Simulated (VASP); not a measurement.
Here is a VASP 6.6.1 calculation.

Contents of INCAR:

```
PREC = Accurate
ENCUT = 520
EDIFF = 1E-7
ISMEAR = 0
SIGMA = 0.1
LREAL = F
LASPH = T
NELM = 150
ALGO = Normal
ISIF = 2
LWAVE = F
LCHARG = F
ISPIN = 2
MAGMOM = 2.11 2.11 -0.22 -0.22 -0.22 -0.22
LORBIT = 11
LMAXMIX = 4
LDAU = T
LDAUTYPE = 2
LDAUL = 2 -1
LDAUU = 3.7 0
LDAUJ = 0 0
LDAUPRINT = 1
GGA = PE
NBANDS = 37
```

File KPOINTS:

```
Automatic mesh
0
Gamma
  6 6 6
```

Contents of POSCAR:

```
CrO2
1.0
    4.4782990872      0.0000000000      0.0000000000
    0.0000000000      4.4783474524      0.0000000000
    0.0000000000      0.0000000000      2.9710169011
Cr O
2 4
Direct
    0.0000000000      0.0000000000      0.5000000000
    0.5000000000      0.5000000000      0.0000000000
    0.3033576436      0.3033674411      0.5000000000
    0.6966423564      0.6966325589      0.5000000000
    0.1966423564      0.8033674411      0.0000000000
    0.8033576436      0.1966325589      0.0000000000
```

Potentials or basis: VASP PAW PBE potentials, release 64 (Cr_pv, O).

Command:

```bash
$ cat potpaw_PBE.64/Cr_pv/POTCAR potpaw_PBE.64/O/POTCAR > POTCAR
$ mpirun -np 1 vasp_std > vasp.out
```

Question: Predict the net moment.

Answer: 4.00 μB per cell.

Question: What does it give for the site moments?

Answer: Cr +2.45; O -0.22 μB.

Question: Estimate the band gap on the k mesh.

Answer: Zero (filled and empty bands overlap).

Stress tensor (GPa, compression positive):
```
1.05 0.00 0.00
0.00 1.05 0.00
0.00 0.00 2.32
```

The state reached can hang on the start; a lower one may exist.
